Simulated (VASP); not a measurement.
# PbI2 (P-3m1) in VASP: further runs

PbI2 is run at these levels: PBE+D3(BJ); tasks: single point, relaxation of cell and atoms.

All numbers are computed with VASP 6.6.1; they aren't measurements. Logs are shortened: lines on timing, memory, paths and dates and some standing lists are left out, and cuts for length are marked.

## Step 1: The cell of the first run

It takes space group P-3m1 (No. 164, trigonal). The conventional cell has a = 4.553 Å, b = 4.553 Å, c = 6.979 Å, α = 90.00°, β = 90.00°, γ = 120.00°. Within 4.3 Å of Pb (site symmetry -3m) lie 6 I at 3.24 Å. I (site symmetry 3m) has 3 Pb at 3.24 Å and 3 I at 4.14 Å within 4.3 Å.

## Step 2: Single point, PBE+D3(BJ)

INCAR reads:

```
SYSTEM = PbI2
  PREC = Accurate
  ENCUT = 500
  EDIFF = 1E-6
  ISMEAR = 0
  SIGMA = 0.02
  LREAL = .FALSE.
  LASPH = .TRUE.
  NELM = 120
  ALGO = Normal
  ISIF = 2
  LWAVE = .FALSE.
  LCHARG = .TRUE.
  GGA = PE
  IVDW = 12
  LELF = .TRUE.
  LVHAR = .TRUE.
  NBANDS = 21
  GGA_COMPAT = .FALSE.
```

KPOINTS reads:

```
regular mesh
0
G
  9 9 4
  0 0 0
```

POSCAR reads:

```
PbI2
1.0
    4.5526100424      0.0000000000      0.0000000000
   -2.2763050212      3.9426759502      0.0000000000
    0.0000000000      0.0000000000      6.9794768498
Pb I
1 2
Direct
    0.0000000000      0.0000000000      0.0000000000
    0.3333333333      0.6666666667      0.2710839243
    0.6666666667      0.3333333333      0.7289160757
```

Potentials or basis: VASP PAW PBE potentials, release 64 (Pb_d, I).

Command:

```bash
> cat potpaw_PBE.64/Pb_d/POTCAR potpaw_PBE.64/I/POTCAR > POTCAR
> mpirun -np 1 vasp_std > vasp.out
```

OUTCAR:

```text
SYSTEM = PbI2
   PREC = Accurate
   ENCUT = 500
   EDIFF = 1E-6
   ISMEAR = 0
   LREAL = .FALSE.
   LASPH = .TRUE.
   NELM = 120
   ISIF = 2
   GGA = PE
   IVDW = 12
 IVDW          = 12

 ion  position               nearest neighbor table
   1  0.000  0.000  0.000-   2 3.24   3 3.24   2 3.24   3 3.24   3 3.24   2 3.24
   2  0.333  0.667  0.271-   1 3.24   1 3.24   1 3.24
   3  0.667  0.333  0.729-   1 3.24   1 3.24   1 3.24

  LATTYP: Found a hexagonal cell.
 ALAT       =     4.5526100424
 C/A-ratio  =     1.5330715315

  Lattice vectors:

 A1 = (   4.5526100424,   0.0000000000,   0.0000000000)
 A2 = (  -2.2763050212,   3.9426759502,   0.0000000000)
 A3 = (   0.0000000000,   0.0000000000,   6.9794768498)

Analysis of symmetry for initial positions (statically):
=====================================================================
 Subroutine PRICEL returns:
 Original cell was already a primitive cell.

 Routine SETGRP: Setting up the symmetry group for a
 hexagonal supercell.

 Subroutine GETGRP returns: Found 12 space group operations
 (whereof 12 operations were pure point group operations)
 out of a pool of 24 trial point group operations.

The static configuration has the point symmetry D_3d.

Analysis of symmetry for dynamics (positions and initial velocities):
=====================================================================
 Subroutine PRICEL returns:
 Original cell was already a primitive cell.

 Routine SETGRP: Setting up the symmetry group for a
 hexagonal supercell.

 Subroutine GETGRP returns: Found 12 space group operations
 (whereof 12 operations were pure point group operations)
 out of a pool of 24 trial point group operations.

The dynamic configuration has the point symmetry D_3d.

 Subroutine INISYM returns: Found 12 space group operations
 (whereof 12 operations are pure point group operations),
 and found     1 'primitive' translations

----------------------------------------------------------------------------------------

                                     Primitive cell

  volume of cell :     125.2779

  direct lattice vectors                    reciprocal lattice vectors
     4.552610042  0.000000000  0.000000000     0.219654218  0.126817422  0.000000000
    -2.276305021  3.942675950  0.000000000     0.000000000  0.253634844  0.000000000
     0.000000000  0.000000000  6.979476850     0.000000000  0.000000000  0.143277214

[... 76 lines left out ...]
   PREC   = accura    normal or accurate (medium, high low for compatibility)
   ISTART =      0    job   : 0-new  1-cont  2-samecut
   ICHARG =      2    charge: 1-file 2-atom 10-const
   ISPIN  =      1    spin polarized calculation?
   LNONCOLLINEAR =      F non collinear calculations
   LSORBIT =      F    spin-orbit coupling
   LASPH  =      T    aspherical Exc in radial PAW
   ENCUT  =  500.0 eV  36.75 Ry    6.06 a.u.   8.30  8.30 12.73*2*pi/ulx,y,z
   NELM   =    120;   NELMIN=  2; NELMDL= -5     # of ELM steps
   EDIFF  = 0.1E-05   stopping-criterion for ELM
   LREAL  =      F    real-space projection
[... 7 lines left out ...]
   TEBEG  =    0.0;   TEEND  =   0.0 temperature during run
   PSTRESS=    0.0 pullay stress
   NELECT =      28.0000    total number of electrons
   NUPDOWN=      -1.0000    fix difference up-down
   EMIN   =  10.00;   EMAX   =-10.00  energy-range for DOS
   EFERMI =   0.00;   METHOD = LEGACY
   ISMEAR =     0;   SIGMA  =   0.02  broadening in eV -4-tet -1-fermi 0-gaus
   EFERMI_NEDOS =   21; number of points for ismear=-14 and -15
   IALGO  =     38    algorithm
   IMIX   =      4    mixing-type and parameters
     AMIX     =   0.40;   BMIX     =  1.00
     AMIX_MAG =   1.60;   BMIX_MAG =  1.00
  volume/ion in A,a.u.               =      41.76       281.81
  Fermi-wavevector in a.u.,A,eV,Ry     =   0.993503  1.877449 13.429618  0.987049
  Thomas-Fermi vector in A             =   2.125390
   LORBIT       =      0    0 simple, 1 ext, 2 COOP (PROOUT), +10 PAW based schemes
   GGA     = PE    functional components
   LHFCALC =     F    Hartree Fock is set to
   AEXX    =    0.0000 exact exchange contribution
   IVDW    =    12    specifies the selected vdW correction
   LEPSILON=     F    determine dielectric tensor
   LRPA    =     F    only Hartree local field effects (RPA)
 non-spin polarized calculation
 Gauss-broadening in eV      SIGMA  =   0.02
  energy-cutoff  :      500.00
  volume of cell :      125.28
 maximum number of plane-waves:      3206
 NGX is ok and might be reduce to    36

 number of electron      28.0000000 magnetization

 Free energy of the ion-electron system (eV)
  ---------------------------------------------------
  ext. energy  EPLUGINS =         0.00000000
  ---------------------------------------------------
  free energy    TOTEN  =        -8.55741899 eV

  energy without entropy =       -8.55741899  energy(sigma->0) =       -8.55741899

 E-fermi :   2.8504     XC(G=0):  -8.1517

 val. band max:        2.7505311091   @ k =   0.0000   0.0000   0.5000
 cond. band min:       4.9339215126   @ k =   0.0000   0.0000   0.5000
 fundamental gap:      2.1833904035
 Fermi energy:         2.8504396638

 k-point     1 :       0.0000    0.0000    0.0000
  band No.  band energies     occupation
      1     -13.4584      2.00000
      2     -13.4584      2.00000
      3     -13.4439      2.00000
      4     -13.4378      2.00000
      5     -13.4378      2.00000
      6      -9.4853      2.00000
[... 565 lines left out ...]
     20      10.3504      0.00000
     21      10.5381      0.00000

 [... further k-points ...]

------------------------ aborting loop because EDIFF is reached ----------------------------------------

 Edisp (eV)   -0.91205

 E8    (eV) :    -0.4257

  FORCE on cell =-STRESS in cart. coord.  units (eV):
  Direction    XX          YY          ZZ          XY          YZ          ZX
  --------------------------------------------------------------------------------------
  -------------------------------------------------------------------------------------
  Total       0.02202     0.02202    -0.00106    -0.00000     0.00000     0.00000
  in kB       0.28156     0.28156    -0.01352    -0.00000     0.00000     0.00000
  external pressure =        0.18 kB  Pullay stress =        0.00 kB

 VOLUME and BASIS-vectors are now :
 -----------------------------------------------------------------------------
  energy-cutoff  :      500.00
  volume of cell :      125.28
      direct lattice vectors                 reciprocal lattice vectors
     4.552610042  0.000000000  0.000000000     0.219654218  0.126817422  0.000000000
    -2.276305021  3.942675950  0.000000000     0.000000000  0.253634844  0.000000000
     0.000000000  0.000000000  6.979476850     0.000000000  0.000000000  0.143277214

 POSITION                                       TOTAL-FORCE (eV/Angst)
 -----------------------------------------------------------------------------------
      0.00000      0.00000      0.00000        -0.000000      0.000000      0.000000
     -0.00000      2.62845      1.89202        -0.000000      0.000000      0.000863
      2.27631      1.31423      5.08745         0.000000      0.000000     -0.000863
 -----------------------------------------------------------------------------------
    total drift:                                0.000000     -0.000000     -0.000000

  FREE ENERGIE OF THE ION-ELECTRON SYSTEM (eV)
  ---------------------------------------------------
  free  energy   TOTEN  =        -9.4694695026 eV

  energy  without entropy=       -9.4694695026  energy(sigma->0) =       -9.46946950
```

Run time: 2.2 min. Hardware: 1 thread of Oxide Virtual Turin-like, shared host; peak memory 0.28 GiB.

What came out:

```
Free energy                : -9.4695 eV
Pressure                   : 0.0 GPa
Band gap on the k mesh     : 2.18 eV
Dispersion energy per atom : -0.304 eV
```

Levels at points of the mesh, in eV from the valence-band top:
| k point | band 11 | band 12 | band 13 | band 14 | band 15 | band 16 | band 17 | band 18 |
| --- | --- | --- | --- | --- | --- | --- | --- | --- |
| (0.00, 0.00, 0.00) | -1.02 | -0.97 | -0.97 | -0.78 | 2.47 | 3.30 | 3.30 | 6.40 |
| (0.00, 0.00, 0.50) | -1.18 | -0.76 | -0.76 | 0.00 | 2.18 | 3.10 | 3.10 | 6.24 |

Caveat: spin-orbit coupling is left out, which moves the levels of the heavy elements. A k mesh can miss the band edges.

## Step 3: Relaxation of cell and atoms, PBE+D3(BJ)

This run uses another cell than the first one, of the same volume but with other edges.

INCAR reads:

```
ALGO = Normal
EDIFF = 1E-7
EDIFFG = -0.005
ENCUT = 500
GGA = PE
GGA_COMPAT = F
IBRION = 2
ISIF = 3
ISMEAR = 0
IVDW = 12
LASPH = T
LCHARG = F
LREAL = F
LWAVE = F
NELM = 120
NELMIN = 4
NSW = 100
PREC = Accurate
SIGMA = 0.02
```

KPOINTS reads:

```
k-points
0
Gamma
  9 9 4
```

POSCAR reads:

```
PbI2
1.0
    4.4769786907      0.0000000000      0.0000000000
   -2.2384893454      3.8771772783      0.0000000000
    0.0000000000      0.0000000000      7.2222958124
Pb I
1 2
Direct
    0.0000000000      0.0000000000      0.0000000000
    0.3333333333      0.6666666667      0.2520000000
    0.6666666667      0.3333333333      0.7480000000
```

Potentials or basis: VASP PAW PBE potentials, release 64 (Pb_d, I).

Command:

```bash
> cat potpaw_PBE.64/Pb_d/POTCAR potpaw_PBE.64/I/POTCAR > POTCAR
> mpirun -np 1 vasp_std > vasp.out
```

OUTCAR:

```text
EDIFF = 1E-7
   EDIFFG = -0.005
   ENCUT = 500
   GGA = PE
   IBRION = 2
   ISIF = 3
   ISMEAR = 0
   IVDW = 12
   LASPH = T
   LREAL = F
   NELM = 120
   NELMIN = 4
   NSW = 100
   PREC = Accurate
 IVDW          = 12

 ion  position               nearest neighbor table
   1  0.000  0.000  0.000-   2 3.16   3 3.16   2 3.16   3 3.16   3 3.16   2 3.16
   2  0.333  0.667  0.252-   1 3.16   1 3.16   1 3.16
   3  0.667  0.333  0.748-   1 3.16   1 3.16   1 3.16

  LATTYP: Found a hexagonal cell.
 ALAT       =     4.4769786907
 C/A-ratio  =     1.6132075472

  Lattice vectors:

 A1 = (   4.4769786907,   0.0000000000,   0.0000000000)
 A2 = (  -2.2384893454,   3.8771772783,   0.0000000000)
 A3 = (   0.0000000000,   0.0000000000,   7.2222958124)

Analysis of symmetry for initial positions (statically):
=====================================================================
 Subroutine PRICEL returns:
 Original cell was already a primitive cell.

 Routine SETGRP: Setting up the symmetry group for a
 hexagonal supercell.

 Subroutine GETGRP returns: Found 12 space group operations
 (whereof 12 operations were pure point group operations)
 out of a pool of 24 trial point group operations.

The static configuration has the point symmetry D_3d.

[... 161 lines left out ...]
  ---------------------------------------------------
  free energy    TOTEN  =        -8.48403774 eV

  energy without entropy =       -8.48403774  energy(sigma->0) =       -8.48403774

------------------------ aborting loop because EDIFF is reached ----------------------------------------

 Edisp (eV)   -0.91117

 E8    (eV) :    -0.4254
[... 108 lines left out ...]
  FREE ENERGIE OF THE ION-ELECTRON SYSTEM (eV)
  ---------------------------------------------------
  free  energy   TOTEN  =        -9.4481559323 eV

  energy  without entropy=       -9.4481559323  energy(sigma->0) =       -9.44815593

[... ionic steps 4 to 8 ...]

--------------------------------------- Ionic step        9  -------------------------------------------

 number of electron      27.9999999 magnetization

------------------------ aborting loop because EDIFF is reached ----------------------------------------
[... 77 lines left out ...]
--------------------------------------- Ionic step       11  -------------------------------------------

 number of electron      28.0000000 magnetization

 Free energy of the ion-electron system (eV)
  ---------------------------------------------------
  ext. energy  EPLUGINS =         0.00000000
  ---------------------------------------------------
  free energy    TOTEN  =        -8.55892861 eV

  energy without entropy =       -8.55892861  energy(sigma->0) =       -8.55892861

 E-fermi :   2.8193     XC(G=0):  -8.1448

 val. band max:        2.7324765621   @ k =   0.0000   0.0000   0.5000
 cond. band min:       4.9166816372   @ k =   0.0000   0.0000   0.5000
 fundamental gap:      2.1842050751
 Fermi energy:         2.8192703276

 k-point     1 :       0.0000    0.0000    0.0000
  band No.  band energies     occupation
      1     -13.4718      2.00000
      2     -13.4718      2.00000
      3     -13.4578      2.00000
      4     -13.4515      2.00000
      5     -13.4515      2.00000
      6      -9.4933      2.00000
[... 481 lines left out ...]
      5     -13.4454      2.00000
      6      -9.0930      2.00000
[... 10 lines left out ...]
     17       6.8464      0.00000
     18       8.9640      0.00000

 [... further k-points ...]

------------------------ aborting loop because EDIFF is reached ----------------------------------------

 Edisp (eV)   -0.91061

 E8    (eV) :    -0.4250
[... 26 lines left out ...]
  FREE ENERGIE OF THE ION-ELECTRON SYSTEM (eV)
  ---------------------------------------------------
  free  energy   TOTEN  =        -9.4695374806 eV

  energy  without entropy=       -9.4695374806  energy(sigma->0) =       -9.46953748

 reached required accuracy - stopping structural energy minimisation
```

CONTCAR:

```text
PbI2
   1.00000000000000
     4.5562535071951764   -0.0000000000009975    0.0000000000000001
    -2.2781267536493375    3.9458312832631735   -0.0000000000000000
     0.0000000000000003    0.0000000000000001    6.9781173179323615
  Pb              I
     1     2
Direct
     0.0000000000000000    1.0000000000000000    0.0000000000000000
     0.3333333332999970    0.6666666667000030    0.2709376862057324
     0.6666666667000030    0.3333333332999970    0.7290623137942674

  0.00000000E+00  0.00000000E+00  0.00000000E+00
  0.00000000E+00  0.00000000E+00  0.00000000E+00
  0.00000000E+00  0.00000000E+00  0.00000000E+00
```

Wall time 19 min (1 thread of Oxide Virtual Turin-like, shared host); peak memory 0.3 GiB.

Results:

```
Free energy                           : -9.4695 eV
Relaxed volume                        : 41.82 Å³/atom
Relaxed cell                          : a = 4.556 Å, b = 4.556 Å, c = 6.978 Å, α = 90.00°, β = 90.00°, γ = 120.00°
Space group after relaxing (to 0.1 Å) : P-3m1 (No. 164)
Energy gained by relaxing             : 24.8 meV/atom
Ionic steps                           : 11
Pressure after relaxing               : 0.0 GPa
Band gap on the k mesh                : 2.18 eV
Dispersion energy per atom            : -0.304 eV
```

The path:
```csv
step,energy change (eV),largest force (eV/Å),pressure (GPa),volume (Å³)
1,0.0000,0.5368,1.88,125.36
2,-0.0509,0.0386,-0.44,134.47
3,-0.0529,0.1154,-0.10,132.88
4,-0.0547,0.1124,-0.10,132.47
5,-0.0597,0.1031,-0.08,131.24
6,-0.0679,0.0807,-0.01,128.79
7,-0.0735,0.0180,0.22,123.94
8,-0.0738,0.0355,0.16,124.96
9,-0.0683,0.1348,-0.60,127.47
10,-0.0743,0.0019,-0.01,125.49
11,-0.0743,0.0006,-0.01,125.45
```

Final structure:
```
Pb I
1.0
     4.55625    0.00000    0.00000
    -2.27813    3.94583    0.00000
     0.00000    0.00000    6.97812
Pb I
1 2
Direct
  0.00000 0.00000 0.00000
  0.33333 0.66667 0.27094
  0.66667 0.33333 0.72906
```

Caveat: spin-orbit coupling is left out, which moves the levels of the heavy elements.
